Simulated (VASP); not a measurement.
Wanted: the native input for a VASP 6.6.1 run.

| Item | Value |
| --- | --- |
| Task | relaxation of the atoms |
| Functional | PBE |
| Potentials or basis | VASP PAW PBE potentials, release 64 (Al, N) |
| Cutoff | 520 eV |
| k mesh | 12 × 12 × 6 |
| Occupations | gaussian, width 0.02 eV |
| Spin | no spin polarisation |
| Dipole correction | no |
| Further INCAR settings | ALGO = Normal; EDIFF = 1e-07; IBRION = 2; EDIFFG = -0.008; NSW = 60 |

The structure of AlN lies in POSCAR:

```
AlN
1.0
    2.9893490409      0.0000000000      0.0000000000
   -1.4946745204      2.5888522102      0.0000000000
    0.0000000000      0.0000000000      4.7922313731
Al N
2 2
Direct
    0.6666666667      0.3333333333      0.4989852239
    0.3333333333      0.6666666667      0.9989852239
    0.6666666667      0.3333333333      0.8810147761
    0.3333333333      0.6666666667      0.3810147761
```

This cell differs from its parent crystal: equal strain along all axes, cell held: -4.5 %.

The input as run:

INCAR

```
PREC = Accurate ; ENCUT = 520
EDIFF = 1E-7 ; ISMEAR = 0
SIGMA = 0.02 ; LREAL = False
LASPH = True ; NELM = 100
ALGO = Normal ; ISIF = 2
LWAVE = False ; LCHARG = False
GGA = PE ; IBRION = 2
NSW = 60 ; EDIFFG = -0.008
```

KPOINTS

```
regular mesh
0
Gamma
  12 12 6
```

Potentials or basis: VASP PAW PBE potentials, release 64 (Al, N).

Run with:

```bash
$ cat potpaw_PBE.64/Al/POTCAR potpaw_PBE.64/N/POTCAR > POTCAR
$ mpirun -np 1 vasp_std > vasp.out
```

Results of the run:

The energy gained by relaxing is 0.0 meV/atom. The ionic steps are 3 and the pressure after relaxing is 34.8 GPa. The band gap on the k mesh is 5.09 eV (least direct gap 5.29 eV).

Caveat: the cell differs from its parent crystal (equal strain along all axes, cell held: -4.5 %).

Wall time 34 s on 1 thread of AMD EPYC 7R13 Processor (Zen 3), with other jobs on the host, peak memory 0.14 GiB.
